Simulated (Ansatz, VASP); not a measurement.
## One calculation of MnSi7C8, two programs

The input INCAR:

```
PREC = Accurate
ENCUT = 520
EDIFF = 1E-7
ISMEAR = 0
SIGMA = 0.05
LREAL = Auto
LASPH = T
NELM = 150
ALGO = Normal
ISIF = 2
LWAVE = F
LCHARG = F
ISPIN = 2
MAGMOM = 3 0 0 0 0 0 0 0 0 0 0 0 0 0 0 0
LORBIT = 11
LMAXMIX = 4
LDAU = T
LDAUTYPE = 2
LDAUL = 2 -1 -1
LDAUU = 3.5 0 0
LDAUJ = 0 0 0
LDAUPRINT = 1
GGA = PS
IBRION = 2
NSW = 50
EDIFFG = -0.03
```

Contents of KPOINTS:

```
regular mesh
0
Gamma
  3 3 3
```

File POSCAR:

```
MnSi7C8
1.0
    0.0000000000      4.3580000000      4.3580000000
    4.3580000000      0.0000000000      4.3580000000
    4.3580000000      4.3580000000      0.0000000000
Mn Si C
1 7 8
Direct
    0.0000000000      0.0000000000      0.0000000000
    0.0000000000      0.0000000000      0.5000000000
    0.0000000000      0.5000000000      0.0000000000
    0.0000000000      0.5000000000      0.5000000000
    0.5000000000      0.0000000000      0.0000000000
    0.5000000000      0.0000000000      0.5000000000
    0.5000000000      0.5000000000      0.0000000000
    0.5000000000      0.5000000000      0.5000000000
    0.1250000000      0.1250000000      0.1250000000
    0.1250000000      0.1250000000      0.6250000000
    0.1250000000      0.6250000000      0.1250000000
    0.1250000000      0.6250000000      0.6250000000
    0.6250000000      0.1250000000      0.1250000000
    0.6250000000      0.1250000000      0.6250000000
    0.6250000000      0.6250000000      0.1250000000
    0.6250000000      0.6250000000      0.6250000000
```

Input for Ansatz:

```yaml
crystal:
  lattice:
    - [0.0, 4.358, 4.358]
    - [4.358, 0.0, 4.358]
    - [4.358, 4.358, 0.0]
  atoms:
    - { symbol: Mn, position: [0.0, 0.0, 0.0], spin: 3.0 }
    - { symbol: Si, position: [0.0, 0.0, 0.5] }
    - { symbol: Si, position: [0.0, 0.5, 0.0] }
    - { symbol: Si, position: [0.0, 0.5, 0.5] }
    - { symbol: Si, position: [0.5, 0.0, 0.0] }
    - { symbol: Si, position: [0.5, 0.0, 0.5] }
    - { symbol: Si, position: [0.5, 0.5, 0.0] }
    - { symbol: Si, position: [0.5, 0.5, 0.5] }
    - { symbol: C, position: [0.125, 0.125, 0.125] }
    - { symbol: C, position: [0.125, 0.125, 0.625] }
    - { symbol: C, position: [0.125, 0.625, 0.125] }
    - { symbol: C, position: [0.125, 0.625, 0.625] }
    - { symbol: C, position: [0.625, 0.125, 0.125] }
    - { symbol: C, position: [0.625, 0.125, 0.625] }
    - { symbol: C, position: [0.625, 0.625, 0.125] }
    - { symbol: C, position: [0.625, 0.625, 0.625] }
basis:
  ecutwfc: 420
  ecutrho_ratio: 4
kpoints:
  mp_grid: { grid: [3, 3, 3] }
hamiltonian:
  xc: pbesol
  hubbard: { sites: [{ species: Mn, l: d, u_eff: 3.5 }] }
scf:
  occupations: { method: gaussian, width: 0.05 }
  lower_state_search: "off"
output:
  forces: true
  stress: true
  eigenvalues: true
  populations: true
magnetization:
  spin_polarized: true
relax:
  f_tol: 0.03
  max_steps: 30
```

Alike in both runs: task relaxation of the atoms; functional PBEsol; k mesh 3 × 3 × 3; occupations gaussian, width 0.05 eV; collinear spin; Hubbard terms Mn d U = 3.5 eV.

|  | VASP | Ansatz |
| --- | --- | --- |
| version | VASP 6.6.1 | Ansatz 0.2.0 |
| potentials or method | VASP PAW PBE potentials, release 64 (Mn_pv, Si, C), cutoff 520 eV | scalar-relativistic, plane waves, PAW |
| valence electrons in the cell | 73 | 75 |

```tsv
	VASP	Ansatz	Ansatz less VASP
gap on the k mesh at the Fermi level, each at its own relaxed structure (eV)	none	none	-
net moment per atom (μB)	0.19	0.19	0.000
size of the moment on the site where the two differ most (μB)	3.38	3.03	-0.344
```

VASP's potentials were made for PBE, not for PBEsol. Site moments also hang on the region over which each program counts them. The programs project onto different local orbitals, so the same U acts differently, and such runs can settle in different states. A gap of «none» marks a metal or a gap that the smearing closes. VASP's potentials hold 73 valence electrons a cell and Ansatz's 75, so a difference there can come from the potentials and not from the codes. Ansatz's warnings: filled band counts differ across k points, stress scf threshold loose.

The k mesh is coarse, so the values compare programs but aren't converged.
